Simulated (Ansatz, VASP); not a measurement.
GaN: VASP beside Ansatz

```
Ga N
1.0
     0.02254    2.26477    2.26477
     2.26477    0.02254    2.26477
     2.26477    2.26477    0.02254
Ga N
1 1
Direct
  0.00000 0.00000 0.00000
  0.75000 0.75000 0.75000
```

Alike in both runs: task single point; functional PBE; k mesh 7 × 7 × 7; occupations fermi-dirac, width 0.02 eV; no spin polarisation.

|  | VASP | Ansatz |
| --- | --- | --- |
| version | VASP 6.6.1 | Ansatz 0.2.0 |
| potentials or method | VASP PAW PBE potentials, release 64 (Ga_d, N), cutoff 600 eV | plane waves, PAW |
| valence electrons in the cell | 18 | 18 |

Ansatz gave:

| Item | Value |
| --- | --- |
| pressure (GPa) | 5.1 |
| traceless stress, the component that is largest in VASP (GPa) | -1.89 |

Problem. Estimate VASP's values.

Solution. Pressure (GPa): 5.0; traceless stress, the component that is largest in VASP (GPa): -1.89.
